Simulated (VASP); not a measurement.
# TaN: single point with PBE

TaN:

```
Ta N
1.0
     3.04800    0.00000    0.00000
    -1.52400    2.63965    0.00000
     0.00000    0.00000    4.86882
Ta N
2 2
Direct
  0.00000 0.00000 0.00000
  0.00000 0.00000 0.50000
  0.33333 0.66667 0.25000
  0.66667 0.33333 0.75000
```

This cell differs from its parent crystal: zz strain of -1 %.

```json
{
  "Program": "VASP 6.6.1",
  "Task": "single point",
  "Functional": "PBE",
  "Potentials or basis": "VASP PAW PBE potentials, release 64 (Ta_pv, N)",
  "Cutoff": "520 eV",
  "k mesh": "9 × 9 × 5",
  "Occupations": "fermi-dirac, width 0.01 eV",
  "Spin": "no spin polarisation"
}
```

```
Pressure               : 67.9 GPa
Band gap on the k mesh : zero (band 16 reaches 10.67 eV, above the bottom of band 17 at 8.05 eV)
```

Stress tensor (GPa, compression positive):
```
 37.77   0.00   0.00
  0.00  37.77   0.00
  0.00   0.00 128.24
```

Levels at points of the mesh, in eV from the Fermi level:
| k point | band 12 | band 13 | band 14 | band 15 | band 16 | band 17 | band 18 | band 19 | band 20 | band 21 |
| --- | --- | --- | --- | --- | --- | --- | --- | --- | --- | --- |
| (0.00, 0.00, 0.00) | -5.35 | -3.68 | -3.68 | -3.61 | -1.97 | -1.97 | -0.61 | -0.61 | 2.93 | 4.34 |

Wall time 23 s on 1 thread of AMD EPYC 7R13 Processor (Zen 3), with other jobs on the host, peak memory 0.14 GiB.

Caveat: the cell differs from its parent crystal (zz strain of -1 %); spin-orbit coupling is left out, which moves the levels of the heavy elements.
